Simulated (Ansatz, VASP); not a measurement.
**HgTe: VASP beside Ansatz**

```
Hg Te
1.0
     0.00000    3.32480    3.49104
     3.32480    0.00000    3.49104
     3.32480    3.32480    0.00000
Hg Te
1 1
Direct
  0.00000 0.00000 0.00000
  0.75000 0.75000 0.75000
```

Change from the starting cell: strain +0.000 along x and y, +0.050 along z, atoms carried along.

Alike in both runs: task single point; functional PBE; k mesh 16 × 16 × 16; occupations gaussian, width 0.15 eV; no spin polarisation.

```csv
,VASP,Ansatz
version,VASP 6.6.1,Ansatz 0.2.0
potentials or method,"VASP PAW PBE potentials, release 64 (Hg, Te), cutoff 520 eV","scalar-relativistic, plane waves, PAW"
valence electrons in the cell,18,36
```

|  | VASP | Ansatz | Ansatz less VASP |
| --- | --- | --- | --- |
| gap on the k mesh at the Fermi level (eV) | none | none | - |
| pressure (GPa) | -1.4 | -1.5 | -0.03 |
| traceless stress, the component that is largest in VASP (GPa) | -0.54 | -0.54 | 0.000 |

A gap of «none» marks a metal or a gap that the smearing closes. With one functional, cell and mesh, what is left measures potentials, basis and numerics. VASP's potentials hold 18 valence electrons a cell and Ansatz's 36, so a difference there can come from the potentials and not from the codes.

Spin-orbit coupling is off throughout.
